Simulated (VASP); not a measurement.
A run of VASP 6.6.1 is set up as follows.

Contents of INCAR:

```
SYSTEM = Au
ALGO = Normal
EDIFF = 1E-6
ENCUT = 500
GGA = PE
GGA_COMPAT = .FALSE.
ISIF = 2
ISMEAR = 0
LASPH = .TRUE.
LCHARG = .FALSE.
LREAL = .FALSE.
LWAVE = .FALSE.
NBANDS = 18
NELM = 120
PREC = Accurate
SIGMA = 0.1
```

KPOINTS

```
k-points
0
G
  16 16 16
  0 0 0
```

POSCAR

```
Au
1.0
    3.1032304960      0.0000000000      0.0000000000
    0.0000000000      3.1032304960      0.0000000000
    0.0000000000      0.0000000000      3.7585781738
Au
2
Direct
    0.0000000000      0.0000000000      0.0000000000
    0.5000000000      0.5000000000      0.5000000000
```

Potentials or basis: VASP PAW PBE potentials, release 64 (Au).

Command:

```bash
$ cat potpaw_PBE.64/Au/POTCAR > POTCAR
$ mpirun -np 1 vasp_std > vasp.out
```

Problem. What does it give for the band gap on the k mesh?

Solution. Zero (band 11 reaches 12.13 eV, above the bottom of band 12 at 5.61 eV).

Problem. Estimate the pressure.

Solution. -0.9 GPa.

Stress tensor (GPa, compression positive):
```
-1.24  0.00  0.00
 0.00 -1.24  0.00
 0.00  0.00 -0.20
```

Caveat: the cell differs from its parent crystal (biaxial strain in the a-b plane: -6.0 %, then relaxed in part); spin-orbit coupling is left out, which moves the levels of the heavy elements.
